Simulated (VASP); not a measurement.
# Au in VASP: further runs, part 2 of 3

VASP 6.6.1. The steps go on from the part before.

## Step 3: Single point, PBEsol (strain +0.030 along x and y, +0.030 along z)

Input file INCAR:

```
  PREC = Accurate
  ENCUT = 520
  EDIFF = 1E-6
  ISMEAR = 0
  SIGMA = 0.15
  LREAL = False
  LASPH = True
  NELM = 80
  ALGO = Fast
  ISIF = 2
  LWAVE = False
  LCHARG = True
  GGA = PS
  LELF = True
  LVHAR = True
  NBANDS = 12
```

Input file KPOINTS:

```
regular mesh
0
Gamma
  26 26 26
```

Input file POSCAR:

```
Au
1.0
    0.0000000000      2.1031924167      2.1031924167
    2.1031924167      0.0000000000      2.1031924167
    2.1031924167      2.1031924167      0.0000000000
Au
1
Direct
    0.0000000000      0.0000000000      0.0000000000
```

Potentials or basis: VASP PAW PBE potentials, release 64 (Au).

Run with:

```
$ cat potpaw_PBE.64/Au/POTCAR > POTCAR
$ mpirun -np 1 vasp_std > vasp.out
```

OUTCAR:

```text
PREC = Accurate
   ENCUT = 520
   EDIFF = 1E-6
   ISMEAR = 0
   LREAL = False
   LASPH = True
   NELM = 80
   ISIF = 2
   GGA = PS

 ion  position               nearest neighbor table
   1  0.000  0.000  0.000-

  LATTYP: Found a face centered cubic cell.
 ALAT       =     4.2063848334

  Lattice vectors:

 A1 = (   0.0000000000,   2.1031924167,   2.1031924167)
 A2 = (   2.1031924167,   0.0000000000,   2.1031924167)
 A3 = (   2.1031924167,   2.1031924167,   0.0000000000)

Analysis of symmetry for initial positions (statically):
=====================================================================
 Subroutine PRICEL returns:
 Original cell was already a primitive cell.

 Routine SETGRP: Setting up the symmetry group for a
 face centered cubic supercell.

 Subroutine GETGRP returns: Found 48 space group operations
 (whereof 48 operations were pure point group operations)
 out of a pool of 48 trial point group operations.

The static configuration has the point symmetry O_h .

Analysis of symmetry for dynamics (positions and initial velocities):
=====================================================================
 Subroutine PRICEL returns:
[... 169 lines left out ...]
      4       3.6472      2.00000
      5       4.9565      2.00000
      6       4.9565      2.00000
      7      22.4587      0.00000
      8      25.9462      0.00000
      9      25.9462      0.00000
     10      25.9462      0.00000
     11      30.5456      0.00000
     12      34.3183      0.00000
[... 331 lines left out ...]
 k-point    24 :       0.3846    0.0385    0.0000
  band No.  band energies     occupation
      1       1.2859      2.00000
      2       3.7003      2.00000
      3       3.7594      2.00000
      4       4.8066      2.00000
      5       5.7547      2.00000
      6       5.7886      2.00000
      7      13.7960      0.00000
      8      22.3968      0.00000
      9      24.6495      0.00000
     10      25.3707      0.00000
     11      30.6947      0.00000
     12      30.9116      0.00000

 [... further k-points ...]

------------------------ aborting loop because EDIFF is reached ----------------------------------------

  FORCE on cell =-STRESS in cart. coord.  units (eV):
  Direction    XX          YY          ZZ          XY          YZ          ZX
  --------------------------------------------------------------------------------------
  -------------------------------------------------------------------------------------
  Total       -1.4159266     -1.4159266     -1.4159266      0.0000000     -0.0000000     -0.0000000
  in kB     -121.9226283   -121.9226283   -121.9226283      0.0000000     -0.0000000     -0.0000000
  external PRESSURE =    -121.9226283 kB  Pullay stress =       0.0000000 kB

 VOLUME and BASIS-vectors are now :
 -----------------------------------------------------------------------------
  energy-cutoff  :      520.00
  volume of cell :       18.61
      direct lattice vectors                 reciprocal lattice vectors
     0.000000000  2.103192417  2.103192417    -0.237733835  0.237733835  0.237733835
     2.103192417  0.000000000  2.103192417     0.237733835 -0.237733835  0.237733835
     2.103192417  2.103192417  0.000000000     0.237733835  0.237733835 -0.237733835

 POSITION                                       TOTAL-FORCE (eV/Angst)
 -----------------------------------------------------------------------------------
      0.00000      0.00000      0.00000         0.000000      0.000000      0.000000
 -----------------------------------------------------------------------------------
    total drift:                               -0.000000      0.000000     -0.000000

  FREE ENERGIE OF THE ION-ELECTRON SYSTEM (eV)
  ---------------------------------------------------
  free  energy   TOTEN  =        -3.8586247729 eV

  energy  without entropy=       -3.8558912085  energy(sigma->0) =       -3.85725799
```

OSZICAR:

```text
N       E                     dE             d eps       ncg     rms          rms(c)
DAV:   1     0.475706690739E+02    0.47571E+02   -0.54560E+03 12784   0.804E+02
DAV:   2    -0.353017565147E+01   -0.51101E+02   -0.48050E+02 14344   0.181E+02
DAV:   3    -0.418939417742E+01   -0.65922E+00   -0.65797E+00 14720   0.200E+01
DAV:   4    -0.419166195029E+01   -0.22678E-02   -0.22676E-02 14756   0.136E+00
DAV:   5    -0.419167973898E+01   -0.17789E-04   -0.17788E-04 15052   0.115E-01    0.732E+00
RMM:   6    -0.387661041813E+01    0.31507E+00   -0.40493E-01 12303   0.519E+00    0.470E+00
RMM:   7    -0.386101303381E+01    0.15597E-01   -0.31905E-02 13033   0.166E+00    0.260E+00
RMM:   8    -0.385869642574E+01    0.23166E-02   -0.27962E-03 13675   0.451E-01    0.396E-01
RMM:   9    -0.385862269598E+01    0.73730E-04   -0.47799E-04 14227   0.182E-01    0.975E-02
RMM:  10    -0.385862530215E+01   -0.26062E-05   -0.66019E-05 14300   0.610E-02    0.601E-02
RMM:  11    -0.385862473109E+01    0.57107E-06   -0.11443E-05 13515   0.235E-02    0.103E-02
RMM:  12    -0.385862477291E+01   -0.41817E-07   -0.14062E-06 11278   0.759E-03
   1 F= -.38586248E+01 E0= -.38572580E+01  d E =-.273356E-02
```

Wall time 2.4 min (1 thread of Intel Xeon 8259CL, shared host); peak memory 0.24 GiB.

What came out:

| Quantity | Value |
| --- | --- |
| Free energy | -3.8586 eV |
| Pressure | -12.2 GPa |
| Band gap on the k mesh | zero (an odd number of electrons rules out a gap without spin polarisation) |

Levels at points of the mesh, in eV from the Fermi level:
```tsv
k point	band 4	band 5	band 6	band 7	band 8	band 9
(0.00, 0.00, 0.00)	-4.23	-2.92	-2.92	14.58	18.07	18.07
(0.50, 0.00, 0.00)	-1.89	-1.89	-0.62	2.61	14.01	16.42
(0.50, 0.50, 0.00)	-1.61	-1.61	1.21	5.07	9.70	9.70
```

Caveat: the cell differs from its parent crystal (strain +0.030 along x and y, +0.030 along z); the cell stands under tension; the PAW data sets were made with another functional, which shifts forces and pressure a little; spin-orbit coupling is left out, which moves the levels of the heavy elements.

## Step 4: Single point, PBEsol (strain -0.030 along x and y, -0.015 along z)

Input file INCAR:

```
ALGO = Fast
EDIFF = 1E-6
ENCUT = 520
GGA = PS
ISIF = 2
ISMEAR = 0
LASPH = True
LCHARG = True
LELF = True
LREAL = False
LVHAR = True
LWAVE = False
NBANDS = 12
NELM = 60
PREC = Accurate
SIGMA = 0.15
```

Input file KPOINTS:

```
k-points
0
Gamma
  26 26 26
```

Input file POSCAR:

```
Au
1.0
    0.0000000000      1.9806763535      2.0113053693
    1.9806763535      0.0000000000      2.0113053693
    1.9806763535      1.9806763535      0.0000000000
Au
1
Direct
    0.0000000000      0.0000000000      0.0000000000
```

Potentials or basis: VASP PAW PBE potentials, release 64 (Au).

Run with:

```
$ cat potpaw_PBE.64/Au/POTCAR > POTCAR
$ mpirun -np 1 vasp_std > vasp.out
```

OUTCAR:

```text
EDIFF = 1E-6
   ENCUT = 520
   GGA = PS
   ISIF = 2
   ISMEAR = 0
   LASPH = True
   LREAL = False
   NELM = 60
   PREC = Accurate

 ion  position               nearest neighbor table
   1  0.000  0.000  0.000-

  LATTYP: Found a body centered tetragonal cell.
 ALAT       =     2.8010993618
 C/A-ratio  =     1.4360828443

  Lattice vectors:

 A1 = (  -1.9806763535,   0.0000000000,   2.0113053693)
 A2 = (   1.9806763535,   0.0000000000,   2.0113053693)
 A3 = (   0.0000000000,   1.9806763535,  -2.0113053693)

Analysis of symmetry for initial positions (statically):
=====================================================================
 Subroutine PRICEL returns:
 Original cell was already a primitive cell.

 Routine SETGRP: Setting up the symmetry group for a
 body centered tetragonal supercell.

 Subroutine GETGRP returns: Found 16 space group operations
 (whereof 16 operations were pure point group operations)
 out of a pool of 16 trial point group operations.

The static configuration has the point symmetry D_4h.

Analysis of symmetry for dynamics (positions and initial velocities):
=====================================================================
 Subroutine PRICEL returns:
 Original cell was already a primitive cell.

 Routine SETGRP: Setting up the symmetry group for a
 body centered tetragonal supercell.

 Subroutine GETGRP returns: Found 16 space group operations
 (whereof 16 operations were pure point group operations)
 out of a pool of 16 trial point group operations.

The dynamic configuration has the point symmetry D_4h.

 Subroutine INISYM returns: Found 16 space group operations
 (whereof 16 operations are pure point group operations),
 and found     1 'primitive' translations

----------------------------------------------------------------------------------------

                                     Primitive cell

  volume of cell :      15.7810

  direct lattice vectors                    reciprocal lattice vectors
     0.000000000  1.980676354  2.011305369    -0.252439021  0.252439021  0.248594772
     1.980676354  0.000000000  2.011305369     0.252439021 -0.252439021  0.248594772
     1.980676354  1.980676354  0.000000000     0.252439021  0.252439021 -0.248594772

  length of vectors
     2.822840432  2.822840432  2.801099362     0.435029056  0.435029056  0.435029056

  position of ions in fractional coordinates (direct lattice)
     0.000000000  0.000000000  0.000000000

  ion indices of the primitive-cell ions
   primitive index   ion index
                 1           1

----------------------------------------------------------------------------------------

 KPOINTS: k-points

Automatic generation of k-mesh.
 Grid dimensions read from file:
 generate k-points for:   26   26   26

 Generating k-lattice:

  Cartesian coordinates                     Fractional coordinates (reciprocal lattice)
    -0.009709193  0.009709193  0.009561337     0.038461538  0.000000000  0.000000000
     0.009709193 -0.009709193  0.009561337     0.000000000  0.038461538  0.000000000
     0.009709193  0.009709193 -0.009561337     0.000000000  0.000000000  0.038461538

  Length of vectors
     0.016731887  0.016731887  0.016731887

  Shift w.r.t. Gamma in fractional coordinates (k-lattice)
     0.000000000  0.000000000  0.000000000

 Subroutine IBZKPT returns following result:
 ===========================================

 Found   1330 irreducible k-points:

 Following reciprocal coordinates:
            Coordinates               Weight
  0.000000  0.000000  0.000000      1.000000
  0.038462  0.000000  0.000000      8.000000
  0.076923  0.000000  0.000000      8.000000
  0.115385  0.000000  0.000000      8.000000
  0.153846  0.000000  0.000000      8.000000
  0.192308  0.000000  0.000000      8.000000
[... 16 lines left out ...]
  0.346154  0.038462  0.000000      8.000000
  0.384615  0.038462  0.000000      8.000000
 [... further k-points ...]
   k-points           NKPTS =   1330   k-points in BZ     NKDIM =   1330   number of bands    NBANDS=     12
   number of dos      NEDOS =    301   number of ions     NIONS =      1
   total plane-waves  NPLWV =  13824
   dimension x,y,z NGX =    24 NGY =   24 NGZ =   24
   dimension x,y,z NGXF=    48 NGYF=   48 NGZF=   48
   ions per type =               1
   NGX,Y,Z   is equivalent  to a cutoff of  14.13, 14.13, 14.24 a.u.
   NGXF,Y,Z  is equivalent  to a cutoff of  28.27, 28.27, 28.49 a.u.
 SYSTEM =  unknown system
   PREC   = accura    normal or accurate (medium, high low for compatibility)
   ISTART =      0    job   : 0-new  1-cont  2-samecut
   ICHARG =      2    charge: 1-file 2-atom 10-const
   ISPIN  =      1    spin polarized calculation?
   LNONCOLLINEAR =      F non collinear calculations
   LSORBIT =      F    spin-orbit coupling
   LASPH  =      T    aspherical Exc in radial PAW
   ENCUT  =  520.0 eV  38.22 Ry    6.18 a.u.   5.25  5.25  5.21*2*pi/ulx,y,z
   NELM   =     60;   NELMIN=  2; NELMDL= -5     # of ELM steps
   EDIFF  = 0.1E-05   stopping-criterion for ELM
   LREAL  =      F    real-space projection
[... 7 lines left out ...]
   TEBEG  =    0.0;   TEEND  =   0.0 temperature during run
   PSTRESS=    0.0 pullay stress
   NELECT =      11.0000    total number of electrons
   NUPDOWN=      -1.0000    fix difference up-down
   EMIN   =  10.00;   EMAX   =-10.00  energy-range for DOS
   EFERMI =   0.00;   METHOD = LEGACY
   ISMEAR =     0;   SIGMA  =   0.15  broadening in eV -4-tet -1-fermi 0-gaus
   EFERMI_NEDOS =   21; number of points for ismear=-14 and -15
   IALGO  =     68    algorithm
   IMIX   =      4    mixing-type and parameters
     AMIX     =   0.40;   BMIX     =  1.00
     AMIX_MAG =   1.60;   BMIX_MAG =  1.00
  volume/ion in A,a.u.               =      15.78       106.50
  Fermi-wavevector in a.u.,A,eV,Ry     =   1.451535  2.743003 28.666830  2.106953
  Thomas-Fermi vector in A             =   2.569021
   LORBIT       =      0    0 simple, 1 ext, 2 COOP (PROOUT), +10 PAW based schemes
   GGA     = PS    functional components
   LHFCALC =     F    Hartree Fock is set to
   AEXX    =    0.0000 exact exchange contribution
   IVDW    =     0    specifies the selected vdW correction
   LEPSILON=     F    determine dielectric tensor
   LRPA    =     F    only Hartree local field effects (RPA)
 non-spin polarized calculation
 RMM-DIIS sequential band-by-band and
 Gauss-broadening in eV      SIGMA  =   0.15
  energy-cutoff  :      520.00
  volume of cell :       15.78
 maximum number of plane-waves:       444
 NGX is ok and might be reduce to    24
   NGX = 11   NGY = 11   NGZ = 11

 number of electron      11.0000002 magnetization

 Free energy of the ion-electron system (eV)
  ---------------------------------------------------
  ext. energy  EPLUGINS =         0.00000000
  ---------------------------------------------------
  free energy    TOTEN  =        -3.86919173 eV

  energy without entropy =       -3.86625402  energy(sigma->0) =       -3.86772288

 E-fermi :  10.6592     XC(G=0): -13.3439

 val. band max:       10.6518879399   @ k =   0.4615  -0.0000   0.2308
 cond. band min:      10.6598754565   @ k =   0.5000   0.0385   0.1538
 fundamental gap:      0.0079875167
 Fermi energy:        10.6592164378

 k-point     1 :       0.0000    0.0000    0.0000
  band No.  band energies     occupation
      1      -0.1498      2.00000
      2       5.3969      2.00000
      3       5.5526      2.00000
      4       5.5526      2.00000
      5       7.1620      2.00000
      6       7.3352      2.00000
      7      24.9874      0.00000
      8      29.2119      0.00000
      9      29.5304      0.00000
     10      29.5304      0.00000
     11      34.5512      0.00000
     12      40.0175      0.00000
[... 331 lines left out ...]
 k-point    24 :       0.3846    0.0385    0.0000
  band No.  band energies     occupation
      1       2.5393      2.00000
      2       5.4794      2.00000
      3       5.7106      2.00000
      4       6.7694      2.00000
      5       8.2690      2.00000
      6       8.2861      2.00000
      7      17.4687      0.00000
      8      25.1015      0.00000
      9      29.0588      0.00000
     10      29.5699      0.00000
     11      35.1911      0.00000
     12      35.5701      0.00000

 [... further k-points ...]

------------------------ aborting loop because EDIFF is reached ----------------------------------------

  FORCE on cell =-STRESS in cart. coord.  units (eV):
  Direction    XX          YY          ZZ          XY          YZ          ZX
  --------------------------------------------------------------------------------------
  -------------------------------------------------------------------------------------
  Total        1.6071065      1.6071065      1.5419703      0.0000000      0.0000000     -0.0000000
  in kB      163.1624387    163.1624387    156.5494473      0.0000000      0.0000000     -0.0000000
  external PRESSURE =     160.9581082 kB  Pullay stress =       0.0000000 kB

 VOLUME and BASIS-vectors are now :
 -----------------------------------------------------------------------------
  energy-cutoff  :      520.00
  volume of cell :       15.78
      direct lattice vectors                 reciprocal lattice vectors
     0.000000000  1.980676354  2.011305369    -0.252439021  0.252439021  0.248594772
     1.980676354  0.000000000  2.011305369     0.252439021 -0.252439021  0.248594772
     1.980676354  1.980676354  0.000000000     0.252439021  0.252439021 -0.248594772

 POSITION                                       TOTAL-FORCE (eV/Angst)
 -----------------------------------------------------------------------------------
      0.00000      0.00000      0.00000         0.000000      0.000000      0.000000
 -----------------------------------------------------------------------------------
    total drift:                               -0.000000      0.000000     -0.000000

  FREE ENERGIE OF THE ION-ELECTRON SYSTEM (eV)
  ---------------------------------------------------
  free  energy   TOTEN  =        -3.8691917289 eV

  energy  without entropy=       -3.8662540225  energy(sigma->0) =       -3.86772288
```

OSZICAR:

```text
N       E                     dE             d eps       ncg     rms          rms(c)
DAV:   1     0.493203706557E+02    0.49320E+02   -0.56232E+03 32976   0.824E+02
DAV:   2    -0.350376732440E+01   -0.52824E+02   -0.49937E+02 37784   0.191E+02
DAV:   3    -0.420353475944E+01   -0.69977E+00   -0.69914E+00 38452   0.211E+01
DAV:   4    -0.420576833378E+01   -0.22336E-02   -0.22335E-02 38364   0.137E+00
DAV:   5    -0.420578311859E+01   -0.14785E-04   -0.14785E-04 39356   0.105E-01    0.122E+01
RMM:   6    -0.390166699643E+01    0.30412E+00   -0.31641E-01 32070   0.471E+00    0.729E+00
RMM:   7    -0.387254139182E+01    0.29126E-01   -0.51052E-02 33848   0.207E+00    0.303E+00
RMM:   8    -0.386921071419E+01    0.33307E-02   -0.54128E-03 35799   0.650E-01    0.394E-01
RMM:   9    -0.386918998608E+01    0.20728E-04   -0.52327E-04 38427   0.192E-01    0.124E-01
RMM:  10    -0.386919113574E+01   -0.11497E-05   -0.80394E-05 37506   0.678E-02    0.880E-02
RMM:  11    -0.386919168851E+01   -0.55277E-06   -0.17399E-05 35802   0.265E-02    0.116E-02
RMM:  12    -0.386919172892E+01   -0.40408E-07   -0.19020E-06 30035   0.852E-03
   1 F= -.38691917E+01 E0= -.38677229E+01  d E =-.293771E-02
```

It took 6.1 min on 1 thread of Intel Xeon 8259CL, shared host; peak memory 0.36 GiB.

What came out:

```
Free energy            : -3.8692 eV
Pressure               : 16.1 GPa
Band gap on the k mesh : zero (an odd number of electrons rules out a gap without spin polarisation)
```

Stress tensor (GPa, compression positive):
```
16.32  0.00  0.00
 0.00 16.32  0.00
 0.00  0.00 15.65
```

Levels at points of the mesh, in eV from the Fermi level:
| k point | band 2 | band 3 | band 4 | band 5 | band 6 | band 7 | band 8 | band 9 | band 10 | band 11 |
| --- | --- | --- | --- | --- | --- | --- | --- | --- | --- | --- |
| (0.00, 0.00, 0.00) | -5.26 | -5.11 | -5.11 | -3.50 | -3.32 | 14.33 | 18.55 | 18.87 | 18.87 | 23.89 |
| (0.50, 0.00, 0.00) | -5.28 | -5.13 | -2.07 | -2.00 | -1.44 | 3.45 | 13.77 | 17.46 | 17.79 | 25.86 |
| (0.50, 0.50, 0.00) | -7.52 | -2.07 | -1.67 | -1.67 | 0.51 | 6.11 | 10.32 | 10.32 | 18.15 | 21.02 |
| (0.50, 0.00, 0.50) | -7.51 | -2.08 | -1.72 | -1.60 | 0.79 | 6.49 | 10.01 | 10.07 | 17.91 | 20.78 |

Caveat: the cell differs from its parent crystal (strain -0.030 along x and y, -0.015 along z); the cell stands under pressure; the PAW data sets were made with another functional, which shifts forces and pressure a little; spin-orbit coupling is left out, which moves the levels of the heavy elements.

(Continued in part 3 of 3.)
